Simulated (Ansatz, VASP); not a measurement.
**CoO: VASP beside Ansatz**

INCAR

```
PREC = Accurate ; ENCUT = 520
EDIFF = 1E-6 ; ISMEAR = 0
SIGMA = 0.03 ; LREAL = F
LASPH = T ; NELM = 150
ALGO = Normal ; ISIF = 2
LWAVE = F ; LCHARG = F
ISPIN = 2 ; MAGMOM = 2 0
LORBIT = 11 ; LMAXMIX = 4
GGA = PE ; NBANDS = 18
```

Contents of KPOINTS:

```
regular mesh
0
Gamma
  11 11 11
```

POSCAR

```
CoO
1.0
    0.0000000000      2.1315000000      2.1315000000
    2.1315000000      0.0000000000      2.1315000000
    2.1315000000      2.1315000000      0.0000000000
Co O
1 1
Direct
    0.0000000000      0.0000000000      0.0000000000
    0.5000000000      0.5000000000      0.5000000000
```

The input input.yaml:

```yaml
crystal:
  lattice:
    - [0.0, 2.1315, 2.1315]
    - [2.1315, 0.0, 2.1315]
    - [2.1315, 2.1315, 0.0]
  atoms:
    - { symbol: Co, position: [0.0, 0.0, 0.0], spin: 2.0 }
    - { symbol: O, position: [0.5, 0.5, 0.5] }
kpoints:
  mp_grid: { grid: [11, 11, 11] }
scf:
  occupations: { method: gaussian, width: 0.03 }
hamiltonian:
  xc: pbe
  pseudopotentials: { kind: all_electron, lapw: { basis_error: 0.001 } }
magnetization:
  spin_polarized: true
output:
  forces: true
  stress: true
  eigenvalues: true
```

Alike in both runs: task single point; functional PBE; k mesh 11 × 11 × 11; occupations gaussian, width 0.03 eV; collinear spin.

|  | VASP | Ansatz |
| --- | --- | --- |
| version | VASP 6.6.1 | Ansatz 0.2.0 |
| potentials or method | VASP PAW PBE potentials, release 64 (Co, O), cutoff 520 eV | all-electron LAPW, scalar-relativistic |

```csv
,VASP,Ansatz,Ansatz less VASP
gap on the k mesh at the Fermi level (eV),none,none,-
pressure (GPa),-2.6,-1.7,+0.84
net moment per atom (μB),1.46,1.49,+0.025
size of the moment on the site where the two differ most (μB),2.57,2.62,+0.052
```

Site moments also hang on the region over which each program counts them. A gap of «none» marks a metal or a gap that the smearing closes. Ansatz ran all-electron here, and VASP with PAW potentials.
